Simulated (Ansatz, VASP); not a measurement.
# One calculation of BN, two programs

```xyz
4
Lattice="2.4889 0.0000 0.0000 -1.2445 2.1555 0.0000 0.0000 0.0000 6.4943" Properties=species:S:1:pos:R:3 pbc="T T T"
B     0.0000    1.4370    1.6236
B     1.2445    0.7185    4.8707
N     0.0000    1.4370    4.8707
N     1.2445    0.7185    1.6236
```

Change from the starting cell: unstrained.

Alike in both runs: task single point; functional LDA; k mesh 10 × 10 × 4; no spin polarisation.

```csv
,VASP,Ansatz
version,VASP 6.6.1,Ansatz 0.2.0
potentials or method,"VASP PAW LDA potentials, release 64 (B, N), cutoff 600 eV","all-electron LAPW, scalar-relativistic"
occupations,"gaussian, width 0.01 eV",fixed
```

|  | VASP | Ansatz | Ansatz less VASP |
| --- | --- | --- | --- |
| gap on the k mesh at the Fermi level (eV) | 4.01 | 4.02 | +0.010 |
| pressure (GPa) | 0.3 | 0.1 | -0.15 |
| traceless stress, the component that is largest in VASP (GPa) | -0.56 | -0.14 | +0.418 |

LDA's correlation is that of Perdew and Zunger in VASP and of Perdew and Wang (1992) in Ansatz. Ansatz ran all-electron here, and VASP with PAW potentials.
